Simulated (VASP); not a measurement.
Runs of VASP 6.6.1 on SnTe. The structure is that of space group F-43m (No. 216), or close to it. The cells are those of the table. 

```csv
cell,gap on the mesh (eV),pressure (GPa)
"a = 5.240 Å, angles 60.0°, 2 atoms",(b),-2.8
"a = 4.967 Å, angles 60.0°, 2 atoms",0.01,(a)
"a = 5.174 Å, angles 60.0°, 2 atoms",0.32,-2.1
"a = 5.107 Å, angles 60.0°, 2 atoms",0.23,-1.4
"a = 5.038 Å, angles 60.0°, 2 atoms",0.12,(c)
```

Alike in all rows: task single point; level PBEsol; potentials or basis VASP PAW PBE potentials, release 64 (Sn_d, Te); no spin polarisation; k mesh 6 × 6 × 6; cutoff (eV) 500; smearing gaussian 0.01 eV.

Estimate the missing entries.

(a) 0.8; (b) 0.40; (c) -0.4.

Caveats: semilocal functionals underestimate gaps, and a narrow one can read as zero; the PAW data sets were made with another functional, which shifts forces and pressure a little; spin-orbit coupling is left out, which moves the levels of the heavy elements.

A k mesh can miss the band edges, and the runs leave out spin-orbit coupling on Sn, Te.
